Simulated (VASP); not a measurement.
Os:

```
Os
1.0
     2.78772    0.00000    0.00000
    -1.39386    2.41424    0.00000
     0.00000    0.00000    4.40442
Os
2
Direct
  0.66667 0.33333 0.75000
  0.33333 0.66667 0.25000
```

Program: VASP 6.6.1. Alike in all runs: task single point; no spin polarisation; cell as given; smearing fermi-dirac 0.05 eV.

Q: Order these runs on this cell by their pressure, lowest first.
A. level PBEsol-based global hybrid with 25 % exact exchange; potentials or basis VASP PAW PBE potentials, release 64 (Os_sv_GW); k mesh 6 × 6 × 3; cutoff (eV) 420; grid for exact exchange (PRECFOCK) Normal; share of exact exchange 0.25
B. level r2SCAN+D3(BJ); potentials or basis VASP PAW PBE potentials, release 64 (Os_sv_GW); k mesh 11 × 11 × 6; cutoff (eV) 620
C. level BLYP+D4; potentials or basis VASP PAW PBE potentials, release 64 (Os_sv_GW); k mesh 11 × 11 × 6; cutoff (eV) 560
D. level LDA; potentials or basis VASP PAW LDA potentials, release 64 (Os_sv_GW); k mesh 11 × 11 × 6; cutoff (eV) 560

A: A (-35.4 GPa), D (-29.2 GPa), B (-24.8 GPa), C (-11.4 GPa).

Caveats: some runs use coarse meshes; the cell stands under tension (at least some runs); the PAW data sets were made with another functional, which shifts forces and pressure a little (at least some runs); the dispersion term is far too large for a dense solid, which distorts pressure and volume (at least some runs).
